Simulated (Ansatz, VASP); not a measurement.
Two plane-wave programs on SbPt

```
Sb Pt
1.0
     4.18201    0.00000    0.00000
    -2.09100    3.62172    0.00000
     0.00000    0.00000    5.51938
Sb Pt
2 2
Direct
  0.33333 0.66667 0.25000
  0.66667 0.33333 0.75000
  0.00000 0.00000 0.00000
  0.00000 0.00000 0.50000
```

Alike in both runs: functional r2SCAN; k mesh 12 × 12 × 8; occupations gaussian, width 0.1 eV; no spin polarisation.

Ansatz relaxed the structure, and its values are those at the end. VASP's run is a single point on that final structure, the one shown.

```csv
,VASP,Ansatz
version,VASP 6.6.1,Ansatz 0.2.0
potentials or method,"VASP PAW PBE potentials, release 64 (Sb, Pt), cutoff 520 eV","scalar-relativistic, plane waves, PAW"
valence electrons in the cell,30,66
```

VASP gave:

| Property | Result |
| --- | --- |
| gap on the k mesh at the Fermi level (eV) | none |
| pressure (GPa) | -0.1 |

Q: What did Ansatz give for the same quantities?

A: gap on the k mesh at the Fermi level (eV): none; pressure (GPa): 0.0.

VASP's potentials were made for PBE, not for r2SCAN. A gap of «none» marks a metal or a gap that the smearing closes. The functional is the same, so the differences come from potentials, cutoffs and numerics. VASP's potentials hold 30 valence electrons a cell and Ansatz's 66, so a difference there can come from the potentials and not from the codes.

Spin-orbit coupling is off throughout.
